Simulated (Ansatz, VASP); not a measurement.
One calculation of CoPt2O2, two programs

INCAR

```
  PREC = Accurate
  ENCUT = 520
  EDIFF = 1E-6
  ISMEAR = -1
  SIGMA = 0.3
  LREAL = F
  LASPH = T
  NELM = 60
  ALGO = Normal
  ISIF = 2
  LWAVE = F
  LCHARG = F
  LDIPOL = T
  IDIPOL = 3
  DIPOL = 0.5 0.5 0.500
  GGA = PS
  NBANDS = 28
```

File KPOINTS:

```
Automatic mesh
0
Gamma
  12 12 1
```

Contents of POSCAR:

```
CoPt2O2
1.0
    2.8101831225      0.0000000000      0.0000000000
   -1.4050915612      2.4336899733      0.0000000000
    0.0000000000      0.0000000000     20.8988731690
Pt O Co
2 2 1
Direct
    0.6666666667      0.3333333333      0.3588710233
    0.3333333333      0.6666666667      0.6411289767
    0.6666666667      0.3333333333      0.4539101518
    0.3333333333      0.6666666667      0.5460898482
    0.0000000000      0.0000000000      0.5000000000
```

Input for Ansatz:

```yaml
crystal:
  lattice:
    - [2.8101831225, 0.0, 0.0]
    - [-1.4050915612, 2.4336899733, 0.0]
    - [0.0, 0.0, 20.898873169]
  atoms:
    - { symbol: Pt, position: [0.6666666667, 0.3333333333, 0.3588710233] }
    - { symbol: O, position: [0.6666666667, 0.3333333333, 0.4539101518] }
    - { symbol: Co, position: [0.0, 0.0, 0.5] }
    - { symbol: O, position: [0.3333333333, 0.6666666667, 0.5460898482] }
    - { symbol: Pt, position: [0.3333333333, 0.6666666667, 0.6411289767] }
basis:
  ecutwfc: 420
kpoints:
  mp_grid: { grid: [12, 12, 1] }
hamiltonian:
  xc: pbesol
scf:
  occupations: { method: fermi_dirac, width: 0.3 }
output:
  forces: true
  stress: true
  eigenvalues: true
efield:
  axis: 3
  dipole_correction: true
  ramp_width: 0.04
```

Alike in both runs: task single point; functional PBEsol; k mesh 12 × 12 × 1; occupations fermi-dirac, width 0.3 eV; no spin polarisation.

|  | VASP | Ansatz |
| --- | --- | --- |
| version | VASP 6.6.1 | Ansatz 0.2.0 |
| potentials or method | VASP PAW PBE potentials, release 64 (Pt, O, Co), cutoff 520 eV | scalar-relativistic, plane waves, PAW |
| valence electrons in the cell | 41 | 65 |

```tsv
	VASP	Ansatz	Ansatz less VASP
gap on the k mesh at the Fermi level (eV)	none	none	-
rms of the force components (eV/Å)	0.395	0.377	-0.0175
```

VASP's potentials were made for PBE, not for PBEsol. A gap of «none» marks a metal or a gap that the smearing closes. VASP's potentials hold 41 valence electrons a cell and Ansatz's 65, so a difference there can come from the potentials and not from the codes.

Spin-orbit coupling is off throughout.
